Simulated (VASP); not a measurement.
# BeSb: relaxation of cell and atoms with PBE

The system is BeSb.

```xyz
2
Lattice="3.2205 0.0000 0.0000 0.0000 3.2205 0.0000 0.0000 0.0000 3.3393" Properties=species:S:1:pos:R:3 pbc="T T T"
Be    1.6102    1.6102    1.8745
Sb    0.0000    0.0000    3.1345
```

```
Program                : VASP 6.6.1
Task                   : relaxation of cell and atoms
Functional             : PBE
Potentials or basis    : VASP PAW PBE potentials, release 64 (Be, Sb)
Cutoff                 : 600 eV
k mesh                 : 6 × 6 × 6
Occupations            : gaussian, width 0.1 eV
Spin                   : no spin polarisation
Dipole correction      : no
Further INCAR settings : ALGO = Normal; EDIFF = 1e-07; IBRION = 2; EDIFFG = -0.04; NSW = 90; ISIF = 3
```

| Quantity | Value |
| --- | --- |
| Relaxed volume | 18.80 Å³/atom |
| Relaxed cell | a = 3.392 Å, b = 3.392 Å, c = 3.268 Å, α = 90.00°, β = 90.00°, γ = 90.00° |
| Space group after relaxing (to 0.1 Å) | P4mm (No. 99) |
| Energy gained by relaxing | 56.4 meV/atom |
| Ionic steps | 10 |
| Pressure after relaxing | 0.0 GPa |
| Largest force after relaxing | 0.018 eV/Å |
| Band gap on the k mesh | zero (an odd number of electrons rules out a gap without spin polarisation) |

Forces on the atoms (eV/Å):
```
Be   0.000  0.000 -0.018
Sb   0.000  0.000  0.018
```

Stress tensor (GPa, compression positive):
```
-0.13  0.00  0.00
 0.00 -0.13  0.00
 0.00  0.00  0.18
```

The path:
```
step  energy change (eV)  largest force (eV/Å)  pressure (GPa)  volume (Å³)
   1              0.0000                0.3790            7.59        34.63
   2             -0.0894                0.0023           -1.68        38.90
   3             -0.0918                0.0418           -0.54        38.25
   4             -0.1056                0.0277           -0.72        38.21
   5             -0.1087                0.0130           -0.83        38.18
   6             -0.1107                0.0083           -0.97        38.13
   7             -0.1110                0.0036           -0.97        38.15
   8             -0.1111                0.0044           -0.97        38.14
   9             -0.1125                0.0272            0.38        37.38
  10             -0.1128                0.0179           -0.02        37.60
```

Final structure:
```
CELL_PARAMETERS angstrom
3.39193 0.00000 0.00000
0.00000 3.39193 0.00000
0.00000 0.00000 3.26829
ATOMIC_POSITIONS crystal
Be 0.50000 0.50000 0.55463
Sb 0.00000 0.00000 0.94537
```

Levels at points of the mesh, in eV from the Fermi level:
| k point | band 1 | band 2 | band 3 | band 4 | band 5 | band 6 | band 7 |
| --- | --- | --- | --- | --- | --- | --- | --- |
| (0.00, 0.00, 0.00) | -12.42 | -0.30 | -0.30 | 0.97 | 2.10 | 4.37 | 4.54 |
| (0.50, 0.00, 0.00) | -10.52 | -6.98 | 2.46 | 2.96 | 3.74 | 4.41 | 4.92 |
| (0.50, 0.50, 0.00) | -8.46 | -5.12 | -5.12 | -2.20 | 4.98 | 5.80 | 7.79 |
| (0.00, 0.00, 0.50) | -10.26 | -6.72 | 2.07 | 2.07 | 3.97 | 4.86 | 4.86 |
| (0.50, 0.00, 0.50) | -8.22 | -4.95 | -4.84 | -1.81 | 4.30 | 4.97 | 6.76 |
| (0.50, 0.50, 0.50) | -6.23 | -2.73 | -2.73 | -2.58 | -0.33 | 0.34 | 0.34 |

Wall time 69 s on 1 thread of Intel(R) Xeon(R) Platinum 8559C (Emerald Rapids), with other jobs on the host, peak memory 0.17 GiB.

Caveat: spin-orbit coupling is left out, which moves the levels of the heavy elements.
